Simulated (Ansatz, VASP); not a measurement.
One calculation of C, two programs

```
CELL_PARAMETERS angstrom
0.00000 1.56327 1.56327
1.56327 0.00000 1.56327
1.56327 1.56327 0.00000
ATOMIC_POSITIONS crystal
C 0.00000 0.00000 0.00000
```

Change from the starting cell: functional lda, volume scaled by 1.04.

Alike in both runs: task single point; functional LDA; k mesh 16 × 16 × 16; occupations fermi-dirac, width 0.03 eV; no spin polarisation.

|  | VASP | Ansatz |
| --- | --- | --- |
| version | VASP 6.6.1 | Ansatz 0.2.0 |
| potentials or method | VASP PAW LDA potentials, release 64 (C), cutoff 600 eV | all-electron LAPW, scalar-relativistic |

```csv
,VASP,Ansatz,Ansatz less VASP
pressure (GPa),-15.4,-15.6,-0.17
```

LDA's correlation is that of Perdew and Zunger in VASP and of Perdew and Wang (1992) in Ansatz. Ansatz ran all-electron here, and VASP with PAW potentials.
